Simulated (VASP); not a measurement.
# WSe2 (R3m) in VASP: a series of runs

WSe2 is run at these levels: PBE+D3(BJ), PBE+D4, PBE, LDA; tasks: single point.

Program: VASP 6.6.1. These are calculated values, not measurements. Logs are shortened: lines on timing, memory, paths and dates and some standing lists are left out, and cuts for length are marked.

## (1) The cell of the first run

Symmetry: R3m, No. 160, trigonal system. The conventional cell has a = 3.284 Å, b = 3.284 Å, c = 19.140 Å, α = 90.00°, β = 90.00°, γ = 120.00°. W (site symmetry 3m) has 6 Se at 2.53 Å and 6 W at 3.28 Å within 3.3 Å. Se (site symmetry 3m) has 3 W at 2.53 Å and 7 Se at 3.28 to 3.36 Å within 3.4 Å. Within 3.4 Å of Se (site symmetry 3m) lie 3 W at 2.53 Å and 7 Se at 3.28 to 3.36 Å.

## (2) Single point, PBE+D3(BJ)

INCAR

```
SYSTEM = WSe2
PREC = Accurate
ENCUT = 520
EDIFF = 1E-7
ISMEAR = -1
SIGMA = 0.02
LREAL = .False.
LASPH = .True.
NELM = 80
ALGO = Normal
ISIF = 2
LWAVE = .False.
LCHARG = .True.
GGA = PE
IVDW = 12
LELF = .True.
LVHAR = .True.
NBANDS = 20
```

KPOINTS

```
regular mesh
0
Gamma
  8 8 8
  0 0 0
```

POSCAR

```
WSe2
1.0
    1.6420061267      0.9480126792      6.3801534619
   -1.6420061267      0.9480126792      6.3801534619
    0.0000000000     -1.8960253585      6.3801534619
W Se
1 2
Direct
   -0.0000345208     -0.0000345208     -0.0000345208
    0.4212027566      0.4212027566      0.4212027566
    0.2454984308      0.2454984308      0.2454984308
```

Potentials or basis: VASP PAW PBE potentials, release 64 (W_sv, Se).

Launch:

```console
$ cat potpaw_PBE.64/W_sv/POTCAR potpaw_PBE.64/Se/POTCAR > POTCAR
$ mpirun -np 1 vasp_std > vasp.out
```

OUTCAR:

```text
SYSTEM = WSe2
   PREC = Accurate
   ENCUT = 520
   EDIFF = 1E-7
   ISMEAR = -1
   LREAL = .False.
   LASPH = .True.
   NELM = 80
   ISIF = 2
   GGA = PE
   IVDW = 12
 IVDW          = 12

 ion  position               nearest neighbor table
   1  1.000  1.000  1.000-   3 2.53   3 2.53   3 2.53   2 2.53   2 2.53   2 2.53
   2  0.421  0.421  0.421-   1 2.53   1 2.53   1 2.53
   3  0.245  0.245  0.245-   1 2.53   1 2.53   1 2.53

  LATTYP: Found a trigonal (rhomboedric) cell.
 ALAT       =     6.6559199482
 COS(alpha) =     0.8782796024

  Lattice vectors:

 A1 = (   1.6420061267,   0.9480126792,   6.3801534619)
 A2 = (  -1.6420061267,   0.9480126792,   6.3801534619)
 A3 = (   0.0000000000,  -1.8960253585,   6.3801534619)

Analysis of symmetry for initial positions (statically):
=====================================================================
 Subroutine PRICEL returns:
 Original cell was already a primitive cell.

 Routine SETGRP: Setting up the symmetry group for a
 trigonal (rhombohedral) supercell.

 Subroutine GETGRP returns: Found  6 space group operations
 (whereof  6 operations were pure point group operations)
 out of a pool of 12 trial point group operations.

The static configuration has the point symmetry C_3v.

Analysis of symmetry for dynamics (positions and initial velocities):
=====================================================================
 Subroutine PRICEL returns:
 Original cell was already a primitive cell.

 Routine SETGRP: Setting up the symmetry group for a
 trigonal (rhombohedral) supercell.

 Subroutine GETGRP returns: Found  6 space group operations
 (whereof  6 operations were pure point group operations)
 out of a pool of 12 trial point group operations.

The dynamic configuration has the point symmetry C_3v.

 Subroutine INISYM returns: Found  6 space group operations
 (whereof  6 operations are pure point group operations),
 and found     1 'primitive' translations

----------------------------------------------------------------------------------------

                                     Primitive cell

  volume of cell :      59.5897

  direct lattice vectors                    reciprocal lattice vectors
     1.642006127  0.948012679  6.380153462     0.304505563  0.175806369  0.052245347
    -1.642006127  0.948012679  6.380153462    -0.304505563  0.175806369  0.052245347
[... 83 lines left out ...]
   LSORBIT =      F    spin-orbit coupling
   LASPH  =      T    aspherical Exc in radial PAW
   ENCUT  =  520.0 eV  38.22 Ry    6.18 a.u.  12.38 12.38 12.38*2*pi/ulx,y,z
   NELM   =     80;   NELMIN=  2; NELMDL= -5     # of ELM steps
   EDIFF  = 0.1E-06   stopping-criterion for ELM
   LREAL  =      F    real-space projection
   EDIFFG = 0.1E-05   stopping-criterion for IOM
   NSW    =      0    number of steps for IOM
   IBRION =     -1    ionic relax: 0-MD 1-quasi-New 2-CG
   NFREE  =      0    steps in history (QN), initial steepest desc. (CG)
   ISIF   =      2    stress and relaxation
   ISYM   =      2    0-nonsym 1-usesym 2-fastsym
   POTIM  = 0.5000    time-step for ionic-motion
   TEBEG  =    0.0;   TEEND  =   0.0 temperature during run
   PSTRESS=    0.0 pullay stress
   NELECT =      26.0000    total number of electrons
   NUPDOWN=      -1.0000    fix difference up-down
   EMIN   =  10.00;   EMAX   =-10.00  energy-range for DOS
   EFERMI =   0.00;   METHOD = LEGACY
   ISMEAR =    -1;   SIGMA  =   0.02  broadening in eV -4-tet -1-fermi 0-gaus
   EFERMI_NEDOS =   21; number of points for ismear=-14 and -15
   IALGO  =     38    algorithm
   IMIX   =      4    mixing-type and parameters
     AMIX     =   0.40;   BMIX     =  1.00
     AMIX_MAG =   1.60;   BMIX_MAG =  1.00
  volume/ion in A,a.u.               =      19.86       134.04
  Fermi-wavevector in a.u.,A,eV,Ry     =   1.241678  2.346430 20.976963  1.541763
  Thomas-Fermi vector in A             =   2.376065
   LORBIT       =      0    0 simple, 1 ext, 2 COOP (PROOUT), +10 PAW based schemes
   GGA     = PE    functional components
   LHFCALC =     F    Hartree Fock is set to
   AEXX    =    0.0000 exact exchange contribution
   IVDW    =    12    specifies the selected vdW correction
   LEPSILON=     F    determine dielectric tensor
   LRPA    =     F    only Hartree local field effects (RPA)
 non-spin polarized calculation
  energy-cutoff  :      520.00
  volume of cell :       59.59
 maximum number of plane-waves:      1622
 NGX is ok and might be reduce to    50
   NGX = 25   NGY = 25   NGZ = 25

 number of electron      25.9999999 magnetization

 Free energy of the ion-electron system (eV)
  ---------------------------------------------------
  ext. energy  EPLUGINS =         0.00000000
  ---------------------------------------------------
  free energy    TOTEN  =       -21.53403578 eV

  energy without entropy =      -21.53403578  energy(sigma->0) =      -21.53403578

 E-fermi :   6.9486     XC(G=0): -10.8920

 val. band max:        6.5582782202   @ k =   0.5000   0.5000   0.5000
 cond. band min:       7.6002820991   @ k =  -0.2500   0.1250  -0.0000
 fundamental gap:      1.0420038789
 Fermi energy:         6.9486152242

 k-point     1 :       0.0000    0.0000    0.0000
  band No.  band energies     occupation
      1     -67.8268      2.00000
      2     -32.0778      2.00000
      3     -31.9414      2.00000
      4     -31.9414      2.00000
      5      -8.8315      2.00000
      6      -7.1660      2.00000
[... 541 lines left out ...]
     19      14.6906      0.00000
     20      14.9632      0.00000

 [... further k-points ...]

------------------------ aborting loop because EDIFF is reached ----------------------------------------

 Edisp (eV)   -1.42564

 E8    (eV) :    -0.6360

  FORCE on cell =-STRESS in cart. coord.  units (eV):
  Direction    XX          YY          ZZ          XY          YZ          ZX
  --------------------------------------------------------------------------------------
  -------------------------------------------------------------------------------------
  Total       0.09776     0.09776     0.14742     0.00000    -0.00000     0.00000
  in kB       2.62838     2.62838     3.96369     0.00000    -0.00000     0.00000
  external pressure =        3.07 kB  Pullay stress =        0.00 kB

 VOLUME and BASIS-vectors are now :
 -----------------------------------------------------------------------------
  energy-cutoff  :      520.00
  volume of cell :       59.59
      direct lattice vectors                 reciprocal lattice vectors
     1.642006127  0.948012679  6.380153462     0.304505563  0.175806369  0.052245347
    -1.642006127  0.948012679  6.380153462    -0.304505563  0.175806369  0.052245347
     0.000000000 -1.896025358  6.380153462     0.000000000 -0.351612738  0.052245347

 POSITION                                       TOTAL-FORCE (eV/Angst)
 -----------------------------------------------------------------------------------
      0.00000     -0.00000     19.13980         0.000000      0.000000     -0.000737
      0.00000     -0.00000      8.06201         0.000000     -0.000000      0.046591
      0.00000     -0.00000      4.69895         0.000000      0.000000     -0.045854
 -----------------------------------------------------------------------------------
    total drift:                                0.000000     -0.000000      0.000039

  FREE ENERGIE OF THE ION-ELECTRON SYSTEM (eV)
  ---------------------------------------------------
  free  energy   TOTEN  =       -22.9596773215 eV

  energy  without entropy=      -22.9596773215  energy(sigma->0) =      -22.95967732
```

Wall time 6.9 min (1 thread of Intel Xeon 8259CL, shared host); peak memory 0.39 GiB.

What came out:

```
Free energy                : -22.9597 eV
Pressure                   : 0.3 GPa
Largest force              : 0.047 eV/Å
Band gap on the k mesh     : 1.04 eV (least direct gap 2.00 eV)
Dispersion energy per atom : -0.475 eV
```

Forces in eV/Å, atoms in the order of the input:
```
W    0.000  0.000 -0.001
Se   0.000  0.000  0.047
Se   0.000  0.000 -0.046
```

Levels at points of the mesh, in eV from the valence-band top:
```csv
k point,band 9,band 10,band 11,band 12,band 13,band 14,band 15,band 16,band 17,band 18
"(0.00, 0.00, 0.00)",-2.67,-1.58,-1.58,-1.23,-0.97,2.52,2.52,2.88,2.88,4.49
"(0.50, 0.00, 0.00)",-4.79,-3.42,-2.27,-1.50,-1.12,2.14,2.26,3.47,3.69,4.33
"(0.50, 0.50, 0.00)",-4.41,-3.29,-2.97,-1.44,-1.32,2.09,2.48,3.07,4.37,4.68
"(0.50, 0.50, 0.50)",-2.70,-2.70,-1.53,-1.53,0.00,2.63,2.63,2.71,2.71,5.16
```

Caveat: spin-orbit coupling is left out, which moves the levels of the heavy elements. A k mesh can miss the band edges.

## (3) Single point, PBE+D4

This run uses another cell than the first one, of 19.95 Å³/atom.

INCAR

```
SYSTEM = WSe2
PREC = Accurate
ENCUT = 520
EDIFF = 1E-7
ISMEAR = -1
SIGMA = 0.02
LREAL = .False.
LASPH = .True.
NELM = 60
ALGO = Normal
ISIF = 2
LWAVE = .False.
LCHARG = .False.
GGA = PE
IVDW = 13
NBANDS = 20
```

KPOINTS

```
Automatic mesh
0
Gamma
  8 8 8
  0 0 0
```

POSCAR

```
WSe2
1.0
    1.6416557753      0.9478104038      6.4094626164
   -1.6416557753      0.9478104038      6.4094626164
    0.0000000000     -1.8956208076      6.4094626164
W Se
1 2
Direct
   -0.0000339630     -0.0000339630     -0.0000339630
    0.4208697426      0.4208697426      0.4208697426
    0.2458308870      0.2458308870      0.2458308870
```

Potentials or basis: VASP PAW PBE potentials, release 64 (W_sv, Se).

Launch:

```console
$ cat potpaw_PBE.64/W_sv/POTCAR potpaw_PBE.64/Se/POTCAR > POTCAR
$ mpirun -np 1 vasp_std > vasp.out
```

It took 6.9 min on 1 thread of Intel Xeon 8259CL, shared host; peak memory 0.37 GiB.

Results (log left out):

```yaml
Free_energy: -23.0268 eV
Pressure: 0.3 GPa
Largest_force: 0.049 eV/Å
Band_gap_on_the_k_mesh: 1.06 eV (least direct gap 2.01 eV)
Dispersion_energy_per_atom: -0.495 eV
```

Forces on the atoms (eV/Å):
```
W    0.000  0.000  0.000
Se   0.000  0.000  0.049
Se   0.000  0.000 -0.049
```

Stress tensor (GPa, compression positive):
```
0.27 0.00 0.00
0.00 0.27 0.00
0.00 0.00 0.38
```

Levels at points of the mesh, in eV from the valence-band top:
```tsv
k point	band 9	band 10	band 11	band 12	band 13	band 14	band 15	band 16	band 17	band 18
(0.00, 0.00, 0.00)	-2.64	-1.55	-1.55	-1.21	-1.00	2.55	2.55	2.89	2.89	4.51
(0.50, 0.00, 0.00)	-4.76	-3.39	-2.26	-1.48	-1.10	2.17	2.29	3.49	3.72	4.33
(0.50, 0.50, 0.00)	-4.39	-3.27	-2.94	-1.40	-1.30	2.12	2.50	3.09	4.37	4.68
(0.50, 0.50, 0.50)	-2.67	-2.67	-1.50	-1.50	0.00	2.66	2.66	2.73	2.73	5.18
```

Caveat: spin-orbit coupling is left out, which moves the levels of the heavy elements. A k mesh can miss the band edges.

## (4) Single point, PBE

This run uses another cell than the first one, of 20.71 Å³/atom.

INCAR

```
SYSTEM = WSe2
  ALGO = Normal
  EDIFF = 1E-6
  ENCUT = 520
  GGA = PE
  ISIF = 2
  ISMEAR = -1
  LASPH = .TRUE.
  LCHARG = .FALSE.
  LREAL = .FALSE.
  LWAVE = .FALSE.
  NBANDS = 20
  NELM = 80
  PREC = Accurate
  SIGMA = 0.02
```

KPOINTS

```
k-points
0
G
  10 10 10
  0 0 0
```

POSCAR

```
WSe2
1.0
    1.6510739551      0.9532479924      6.5796479690
   -1.6510739551      0.9532479924      6.5796479690
    0.0000000000     -1.9064959848      6.5796479690
W Se
1 2
Direct
   -0.0000183143     -0.0000183143     -0.0000183143
    0.4176504313      0.4176504313      0.4176504313
    0.2490345496      0.2490345496      0.2490345496
```

Potentials or basis: VASP PAW PBE potentials, release 64 (W_sv, Se).

Launch:

```console
$ cat potpaw_PBE.64/W_sv/POTCAR potpaw_PBE.64/Se/POTCAR > POTCAR
$ mpirun -np 1 vasp_std > vasp.out
```

OUTCAR:

```text
SYSTEM = WSe2
   EDIFF = 1E-6
   ENCUT = 520
   GGA = PE
   ISIF = 2
   ISMEAR = -1
   LASPH = .TRUE.
   LREAL = .FALSE.
   NELM = 80
   PREC = Accurate

 ion  position               nearest neighbor table
   1  1.000  1.000  1.000-   3 2.53   3 2.53   3 2.53   2 2.53   2 2.53   2 2.53
   2  0.418  0.418  0.418-   1 2.53   1 2.53   1 2.53
   3  0.249  0.249  0.249-   1 2.53   1 2.53   1 2.53

  LATTYP: Found a trigonal (rhomboedric) cell.
 ALAT       =     6.8502915512
 COS(alpha) =     0.8838163710

  Lattice vectors:

 A1 = (   1.6510739551,   0.9532479924,   6.5796479690)
 A2 = (  -1.6510739551,   0.9532479924,   6.5796479690)
 A3 = (   0.0000000000,  -1.9064959848,   6.5796479690)

Analysis of symmetry for initial positions (statically):
=====================================================================
 Subroutine PRICEL returns:
 Original cell was already a primitive cell.

 Routine SETGRP: Setting up the symmetry group for a
 trigonal (rhombohedral) supercell.

 Subroutine GETGRP returns: Found  6 space group operations
 (whereof  6 operations were pure point group operations)
 out of a pool of 12 trial point group operations.

The static configuration has the point symmetry C_3v.

Analysis of symmetry for dynamics (positions and initial velocities):
=====================================================================
 Subroutine PRICEL returns:
 Original cell was already a primitive cell.

 Routine SETGRP: Setting up the symmetry group for a
 trigonal (rhombohedral) supercell.

 Subroutine GETGRP returns: Found  6 space group operations
 (whereof  6 operations were pure point group operations)
 out of a pool of 12 trial point group operations.

The dynamic configuration has the point symmetry C_3v.

 Subroutine INISYM returns: Found  6 space group operations
 (whereof  6 operations are pure point group operations),
 and found     1 'primitive' translations

[... 111 lines left out ...]
   ISMEAR =    -1;   SIGMA  =   0.02  broadening in eV -4-tet -1-fermi 0-gaus
   EFERMI_NEDOS =   21; number of points for ismear=-14 and -15
   IALGO  =     38    algorithm
   IMIX   =      4    mixing-type and parameters
     AMIX     =   0.40;   BMIX     =  1.00
     AMIX_MAG =   1.60;   BMIX_MAG =  1.00
  volume/ion in A,a.u.               =      20.71       139.77
  Fermi-wavevector in a.u.,A,eV,Ry     =   1.224495  2.313961 20.400427  1.499389
  Thomas-Fermi vector in A             =   2.359568
   LORBIT       =      0    0 simple, 1 ext, 2 COOP (PROOUT), +10 PAW based schemes
   GGA     = PE    functional components
   LHFCALC =     F    Hartree Fock is set to
   AEXX    =    0.0000 exact exchange contribution
   IVDW    =     0    specifies the selected vdW correction
   LEPSILON=     F    determine dielectric tensor
   LRPA    =     F    only Hartree local field effects (RPA)
 non-spin polarized calculation
  energy-cutoff  :      520.00
  volume of cell :       62.13
 maximum number of plane-waves:      1690
 NGX is ok and might be reduce to    54
   NGX = 25   NGY = 25   NGZ = 25

 number of electron      26.0000000 magnetization

 Free energy of the ion-electron system (eV)
  ---------------------------------------------------
  ext. energy  EPLUGINS =         0.00000000
  ---------------------------------------------------
  free energy    TOTEN  =       -21.57791512 eV

  energy without entropy =      -21.57791512  energy(sigma->0) =      -21.57791512

 E-fermi :   6.5208     XC(G=0): -10.6057

 val. band max:        6.0315400025   @ k =   0.5000   0.5000   0.5000
 cond. band min:       7.1141679969   @ k =  -0.2000   0.2000   0.0000
 fundamental gap:      1.0826279944
 Fermi energy:         6.5207702436

 k-point     1 :       0.0000    0.0000    0.0000
  band No.  band energies     occupation
      1     -68.3088      2.00000
      2     -32.5498      2.00000
      3     -32.4353      2.00000
      4     -32.4353      2.00000
      5      -9.2033      2.00000
      6      -7.6467      2.00000
[... 541 lines left out ...]
     19      13.1818      0.00000
     20      14.3339      0.00000

 [... further k-points ...]

------------------------ aborting loop because EDIFF is reached ----------------------------------------

  FORCE on cell =-STRESS in cart. coord.  units (eV):
  Direction    XX          YY          ZZ          XY          YZ          ZX
  --------------------------------------------------------------------------------------
  -------------------------------------------------------------------------------------
  Total        1.1941907      1.1941907      1.8554835      0.0000000      0.0000000      0.0000000
  in kB       30.7934208     30.7934208     47.8455283      0.0000000      0.0000000      0.0000000
  external PRESSURE =      36.4774567 kB  Pullay stress =       0.0000000 kB

 VOLUME and BASIS-vectors are now :
 -----------------------------------------------------------------------------
  energy-cutoff  :      520.00
  volume of cell :       62.13
      direct lattice vectors                 reciprocal lattice vectors
     1.651073955  0.953247992  6.579647969     0.302833194  0.174840826  0.050661272
    -1.651073955  0.953247992  6.579647969    -0.302833194  0.174840826  0.050661272
     0.000000000 -1.906495985  6.579647969     0.000000000 -0.349681653  0.050661272

 POSITION                                       TOTAL-FORCE (eV/Angst)
 -----------------------------------------------------------------------------------
      0.00000      0.00000     19.73858         0.000000     -0.000000      0.001596
      0.00000      0.00000      8.24398         0.000000      0.000000      0.320276
      0.00000      0.00000      4.91568         0.000000     -0.000000     -0.321872
 -----------------------------------------------------------------------------------
    total drift:                                0.000000     -0.000000     -0.000118

  FREE ENERGIE OF THE ION-ELECTRON SYSTEM (eV)
  ---------------------------------------------------
  free  energy   TOTEN  =       -21.5779151248 eV

  energy  without entropy=      -21.5779151248  energy(sigma->0) =      -21.57791512
```

OSZICAR:

```text
N       E                     dE             d eps       ncg     rms          rms(c)
DAV:   1     0.194578530617E+03    0.19458E+03   -0.12749E+04  4648   0.126E+03
DAV:   2    -0.126134844252E+02   -0.20719E+03   -0.20037E+03  5532   0.330E+02
DAV:   3    -0.224201402052E+02   -0.98067E+01   -0.96952E+01  5736   0.665E+01
DAV:   4    -0.225373694801E+02   -0.11723E+00   -0.11714E+00  5372   0.791E+00
DAV:   5    -0.225385917570E+02   -0.12223E-02   -0.12222E-02  5556   0.892E-01    0.210E+01
DAV:   6    -0.217734670743E+02    0.76512E+00   -0.47949E+00  4984   0.141E+01    0.722E+00
DAV:   7    -0.216352229421E+02    0.13824E+00   -0.14200E+00  4812   0.623E+00    0.451E+00
DAV:   8    -0.215777987644E+02    0.57424E-01   -0.24207E-01  5332   0.325E+00    0.676E-01
DAV:   9    -0.215778993197E+02   -0.10056E-03   -0.10829E-02  5284   0.661E-01    0.346E-01
DAV:  10    -0.215778655821E+02    0.33738E-04   -0.16343E-03  5268   0.305E-01    0.670E-02
DAV:  11    -0.215778941243E+02   -0.28542E-04   -0.16917E-04  5244   0.878E-02    0.526E-02
DAV:  12    -0.215779098238E+02   -0.15700E-04   -0.39179E-05  5184   0.426E-02    0.987E-03
DAV:  13    -0.215779149744E+02   -0.51506E-05   -0.82534E-06  5368   0.192E-02    0.275E-03
DAV:  14    -0.215779151248E+02   -0.15044E-06   -0.60248E-07  3956   0.460E-03
   1 F= -.21577915E+02 E0= -.21577915E+02  d E =-.346672E-13
```

stdout:

```text
POSCAR found type information on POSCAR W Se
 POSCAR found :  2 types and       3 ions
 scaLAPACK will be used
 LDA part: xc-table for (Slater+PW92), standard interpolation
 POSCAR, INCAR and KPOINTS ok, starting setup
 FFT: planning ... GRIDC
 FFT: planning ... GRID_SOFT
 FFT: planning ... GRID
 WAVECAR not read
 entering main loop
```

Run time: 14 min. Hardware: 1 thread of Intel Xeon 8259CL, shared host; peak memory 0.47 GiB.

What came out:

```yaml
Free_energy: -21.5779 eV
Pressure: 3.6 GPa
Largest_force: 0.322 eV/Å
Band_gap_on_the_k_mesh: 1.08 eV (least direct gap 1.86 eV)
```

Forces in eV/Å, atoms in the order of the input:
```
W    0.000  0.000  0.002
Se   0.000  0.000  0.320
Se   0.000  0.000 -0.322
```

Caveat: the cell stands under pressure; spin-orbit coupling is left out, which moves the levels of the heavy elements. A k mesh can miss the band edges.

(Part 1 of 2 ends here.)
